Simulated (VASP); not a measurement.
# Tl2Br2 in VASP: a series of runs

The runs below take Tl2Br2 through single point, with PBE.

All numbers are computed with VASP 6.6.1; they aren't measurements. Logs are shortened: lines on timing, memory, paths and dates and some standing lists are left out, and cuts for length are marked.

### Step 1. The cell of the first run

The cell holds a molecule in a box, 4 atoms: a = 13.130 Å, b = 9.000 Å, c = 13.220 Å, α = 90.00°, β = 90.00°, γ = 90.00°.

### Step 2. Single point, PBE

File INCAR:

```
SYSTEM = TlBr
PREC     = Accurate       ! precision mode
ENCUT    = 520            ! plane-wave cutoff, eV
EDIFF    = 1E-6           ! SCF threshold, eV
ISMEAR   = 0              ! smearing method
SIGMA    = 0.01           ! smearing width, eV
LREAL    = .False.        ! projectors in reciprocal space
LASPH    = .True.         ! aspherical terms in the spheres
NELM     = 100            ! most SCF steps
ALGO     = Normal         ! electronic algorithm
ISIF     = 2              ! what is computed and relaxed
LWAVE    = .False.        ! write WAVECAR
LCHARG   = .False.        ! write CHGCAR
GGA      = PE             ! functional
NBANDS   = 28             ! bands
```

File KPOINTS:

```
regular mesh
0
Gamma
  1 1 1
  0 0 0
```

File POSCAR:

```
TlBr
1.0
   13.1300000000      0.0000000000      0.0000000000
    0.0000000000      9.0000000000      0.0000000000
    0.0000000000      0.0000000000     13.2200000000
Tl Br
2 2
Direct
    0.4998377800      0.5000000000      0.6597322200
    0.4998377800      0.5000000000      0.3403933400
    0.6569489700      0.5000000000      0.5000627800
    0.3427265800      0.5000000000      0.5000627800
```

Potentials or basis: VASP PAW PBE potentials, release 64 (Tl_d, Br).

Launch:

```
$ cat potpaw_PBE.64/Tl_d/POTCAR potpaw_PBE.64/Br/POTCAR > POTCAR
$ mpirun -np 1 vasp_gam > vasp.out
```

OUTCAR:

```text
SYSTEM = TlBr
   PREC = Accurate
   ENCUT = 520
   EDIFF = 1E-6
   ISMEAR = 0
   LREAL = .False.
   LASPH = .True.
   NELM = 100
   ISIF = 2
   GGA = PE

 ion  position               nearest neighbor table
   1  0.500  0.500  0.660-   3 2.95   4 2.95
   2  0.500  0.500  0.340-   3 2.95   4 2.95
   3  0.657  0.500  0.500-   1 2.95   2 2.95
   4  0.343  0.500  0.500-   1 2.95   2 2.95

  LATTYP: Found a simple orthorhombic cell.
 ALAT       =     9.0000000000
 B/A-ratio  =     1.4588888889
 C/A-ratio  =     1.4688888889

  Lattice vectors:

 A1 = (   0.0000000000,  -9.0000000000,   0.0000000000)
 A2 = (  13.1300000000,   0.0000000000,   0.0000000000)
 A3 = (   0.0000000000,   0.0000000000,  13.2200000000)

Analysis of symmetry for initial positions (statically):
=====================================================================
 Subroutine PRICEL returns:
 Original cell was already a primitive cell.

 Routine SETGRP: Setting up the symmetry group for a
 simple orthorhombic supercell.

 Subroutine GETGRP returns: Found  8 space group operations
 (whereof  2 operations were pure point group operations)
 out of a pool of  8 trial point group operations.

The static configuration has the point symmetry C_1h.
 The point group associated with its full space group is D_2h.

Analysis of symmetry for dynamics (positions and initial velocities):
=====================================================================
 Subroutine PRICEL returns:
 Original cell was already a primitive cell.

 Routine SETGRP: Setting up the symmetry group for a
 simple orthorhombic supercell.

 Subroutine GETGRP returns: Found  8 space group operations
 (whereof  2 operations were pure point group operations)
 out of a pool of  8 trial point group operations.

The dynamic configuration has the point symmetry C_1h.
 The point group associated with its full space group is D_2h.

 Subroutine INISYM returns: Found  8 space group operations
 (whereof  2 operations are pure point group operations),
 and found     1 'primitive' translations

----------------------------------------------------------------------------------------

                                     Primitive cell

  volume of cell :    1562.2074

  direct lattice vectors                    reciprocal lattice vectors
    13.130000000  0.000000000  0.000000000     0.076161462  0.000000000  0.000000000
     0.000000000  9.000000000  0.000000000     0.000000000  0.111111111  0.000000000
     0.000000000  0.000000000 13.220000000     0.000000000  0.000000000  0.075642965

  length of vectors
    13.130000000  9.000000000 13.220000000     0.076161462  0.111111111  0.075642965

  position of ions in fractional coordinates (direct lattice)
     0.499837780  0.500000000  0.659732220
     0.499837780  0.500000000  0.340393340
     0.656948970  0.500000000  0.500062780
     0.342726580  0.500000000  0.500062780

  ion indices of the primitive-cell ions
   primitive index   ion index
                 1           1
                 2           2
                 3           3
                 4           4

----------------------------------------------------------------------------------------

 KPOINTS: regular mesh

Automatic generation of k-mesh.
 Grid dimensions read from file:
 generate k-points for:    1    1    1

 Generating k-lattice:

  Cartesian coordinates                     Fractional coordinates (reciprocal lattice)
     0.076161462  0.000000000  0.000000000     1.000000000  0.000000000  0.000000000
     0.000000000  0.111111111  0.000000000     0.000000000  1.000000000  0.000000000
     0.000000000  0.000000000  0.075642965     0.000000000  0.000000000  1.000000000

  Length of vectors
     0.076161462  0.111111111  0.075642965

  Shift w.r.t. Gamma in fractional coordinates (k-lattice)
     0.000000000  0.000000000  0.000000000

 Subroutine IBZKPT returns following result:
 ===========================================

 Found      1 irreducible k-points:

 Following reciprocal coordinates:
            Coordinates               Weight
  0.000000  0.000000  0.000000      1.000000
   k-points           NKPTS =      1   k-points in BZ     NKDIM =      1   number of bands    NBANDS=     28
   number of dos      NEDOS =    301   number of ions     NIONS =      4
   total plane-waves  NPLWV = 672280
   dimension x,y,z NGX =    98 NGY =   70 NGZ =   98
   dimension x,y,z NGXF=   196 NGYF=  140 NGZF=  196
   ions per type =               2   2
   NGX,Y,Z   is equivalent  to a cutoff of  12.41, 12.93, 12.32 a.u.
   NGXF,Y,Z  is equivalent  to a cutoff of  24.82, 25.86, 24.65 a.u.
 SYSTEM =  TlBr
   PREC   = accura    normal or accurate (medium, high low for compatibility)
   ISTART =      0    job   : 0-new  1-cont  2-samecut
   ICHARG =      2    charge: 1-file 2-atom 10-const
   ISPIN  =      1    spin polarized calculation?
   LNONCOLLINEAR =      F non collinear calculations
   LSORBIT =      F    spin-orbit coupling
   LASPH  =      T    aspherical Exc in radial PAW
   ENCUT  =  520.0 eV  38.22 Ry    6.18 a.u.  24.41 16.73 24.58*2*pi/ulx,y,z
   NELM   =    100;   NELMIN=  2; NELMDL= -5     # of ELM steps
   EDIFF  = 0.1E-05   stopping-criterion for ELM
   LREAL  =      F    real-space projection
   EDIFFG = 0.1E-04   stopping-criterion for IOM
   NSW    =      0    number of steps for IOM
   IBRION =     -1    ionic relax: 0-MD 1-quasi-New 2-CG
   NFREE  =      0    steps in history (QN), initial steepest desc. (CG)
   ISIF   =      2    stress and relaxation
   ISYM   =      2    0-nonsym 1-usesym 2-fastsym
   POTIM  = 0.5000    time-step for ionic-motion
   TEBEG  =    0.0;   TEEND  =   0.0 temperature during run
   PSTRESS=    0.0 pullay stress
   NELECT =      40.0000    total number of electrons
   NUPDOWN=      -1.0000    fix difference up-down
   EMIN   =  10.00;   EMAX   =-10.00  energy-range for DOS
   EFERMI =   0.00;   METHOD = LEGACY
   ISMEAR =     0;   SIGMA  =   0.01  broadening in eV -4-tet -1-fermi 0-gaus
   EFERMI_NEDOS =   21; number of points for ismear=-14 and -15
   IALGO  =     38    algorithm
   IMIX   =      4    mixing-type and parameters
     AMIX     =   0.40;   BMIX     =  1.00
     AMIX_MAG =   1.60;   BMIX_MAG =  1.00
  volume/ion in A,a.u.               =     390.55      2635.57
  Fermi-wavevector in a.u.,A,eV,Ry     =   0.482520  0.911830  3.167783  0.232825
  Thomas-Fermi vector in A             =   1.481193
   LORBIT       =      0    0 simple, 1 ext, 2 COOP (PROOUT), +10 PAW based schemes
   GGA     = PE    functional components
   LHFCALC =     F    Hartree Fock is set to
   AEXX    =    0.0000 exact exchange contribution
   IVDW    =     0    specifies the selected vdW correction
   LEPSILON=     F    determine dielectric tensor
   LRPA    =     F    only Hartree local field effects (RPA)
 non-spin polarized calculation
 Gauss-broadening in eV      SIGMA  =   0.01
  energy-cutoff  :      520.00
  volume of cell :     1562.21
 maximum number of plane-waves:     21081
 NGX is ok and might be reduce to    98
   NGX = 49   NGY = 33   NGZ = 49

 number of electron      39.9999999 magnetization

 Free energy of the ion-electron system (eV)
  ---------------------------------------------------
  ext. energy  EPLUGINS =         0.00000000
  ---------------------------------------------------
  free energy    TOTEN  =       -10.21866462 eV

  energy without entropy =      -10.21866462  energy(sigma->0) =      -10.21866462

 E-fermi :  -5.2378     XC(G=0):  -1.4294

 val. band max:       -5.3162957512   @ k =   0.0000   0.0000   0.0000
 cond. band min:      -1.6568529318   @ k =   0.0000   0.0000   0.0000
 fundamental gap:      3.6594428194
 Fermi energy:        -5.2378073898

 k-point     1 :       0.0000    0.0000    0.0000
  band No.  band energies     occupation
      1     -17.9941      2.00000
      2     -17.9263      2.00000
      3     -15.1342      2.00000
      4     -15.0997      2.00000
      5     -15.0923      2.00000
      6     -15.0883      2.00000
[... 20 lines left out ...]
     27       0.0354      0.00000
     28       0.9532      0.00000

------------------------ aborting loop because EDIFF is reached ----------------------------------------

  FORCE on cell =-STRESS in cart. coord.  units (eV):
  Direction    XX          YY          ZZ          XY          YZ          ZX
  --------------------------------------------------------------------------------------
  -------------------------------------------------------------------------------------
  Total       -0.2977144      0.0332085     -0.4804440      0.0000000      0.0000000      0.0000000
  in kB       -0.3053316      0.0340582     -0.4927364      0.0000000      0.0000000      0.0000000
  external PRESSURE =      -0.2546699 kB  Pullay stress =       0.0000000 kB

 VOLUME and BASIS-vectors are now :
 -----------------------------------------------------------------------------
  energy-cutoff  :      520.00
  volume of cell :     1562.21
      direct lattice vectors                 reciprocal lattice vectors
    13.130000000  0.000000000  0.000000000     0.076161462  0.000000000  0.000000000
     0.000000000  9.000000000  0.000000000     0.000000000  0.111111111  0.000000000
     0.000000000  0.000000000 13.220000000     0.000000000  0.000000000  0.075642965

 POSITION                                       TOTAL-FORCE (eV/Angst)
 -----------------------------------------------------------------------------------
      6.56287      4.50000      8.72166         0.000000     -0.000000     -0.110247
      6.56287      4.50000      4.50000         0.000000      0.000000      0.110247
      8.62574      4.50000      6.61083        -0.070565     -0.000000      0.000000
      4.50000      4.50000      6.61083         0.070565     -0.000000      0.000000
 -----------------------------------------------------------------------------------
    total drift:                                0.000086      0.000000     -0.000006

  FREE ENERGIE OF THE ION-ELECTRON SYSTEM (eV)
  ---------------------------------------------------
  free  energy   TOTEN  =       -10.2186646218 eV

  energy  without entropy=      -10.2186646218  energy(sigma->0) =      -10.21866462
```

Run time: 2.3 min. Hardware: 1 thread of Intel Xeon Platinum 8259CL at 2.50GHz (Skylake/Cascade Lake), shared host; peak memory 1.1 GiB.

Results:

- Free energy: -10.2187 eV
- Largest force: 0.110 eV/Å
- Gap between the frontier levels: 3.66 eV

Forces in eV/Å, atoms in the order of the input:
```
Tl   0.000  0.000 -0.110
Tl   0.000  0.000  0.110
Br  -0.071  0.000  0.000
Br   0.071  0.000  0.000
```

Caveat: spin-orbit coupling is left out, which moves the levels of the heavy elements.

### Step 3. Single point, PBE, non-collinear spin, zero start, spin-orbit coupling

File INCAR:

```
SYSTEM = TlBr
PREC = Accurate
ENCUT = 520
EDIFF = 1E-6
ISMEAR = 0
SIGMA = 0.01
LREAL = .FALSE.
LASPH = .TRUE.
NELM = 150
ALGO = Normal
ISIF = 2
LWAVE = .FALSE.
LCHARG = .FALSE.
MAGMOM = 0 0 0 0 0 0 0 0 0 0 0 0
LORBIT = 11
LSORBIT = .TRUE.
GGA_COMPAT = .FALSE.
LORBMOM = .TRUE.
GGA = PE
NBANDS = 54
```

File KPOINTS:

```
regular mesh
0
G
  1 1 1
  0 0 0
```

POSCAR is that of step 2.

Potentials or basis: VASP PAW PBE potentials, release 64 (Tl_d, Br).

Launch:

```
$ cat potpaw_PBE.64/Tl_d/POTCAR potpaw_PBE.64/Br/POTCAR > POTCAR
$ mpirun -np 1 vasp_ncl > vasp.out
```

It took 14 min on 1 thread of Intel Xeon Platinum 8259CL at 2.50GHz (Skylake/Cascade Lake), shared host; peak memory 3.4 GiB.

The run converged. Its results:

```
Free energy                                           : -10.7048 eV
Largest force                                         : 0.152 eV/Å
Net moment                                            : 0.00 μB per cell
Valence electrons inside the program's atomic spheres : Tl 11.13; Br 4.84
```

Forces on the atoms (eV/Å):
```
Tl   0.000  0.000 -0.152
Tl   0.000  0.000  0.152
Br  -0.107  0.000  0.000
Br   0.107  0.000  0.000
```

Moments on the atoms (μB; x, y, z):
```
Tl  0.00 0.00 0.00
Tl  0.00 0.00 0.00
Br  0.00 0.00 0.00
Br  0.00 0.00 0.00
```
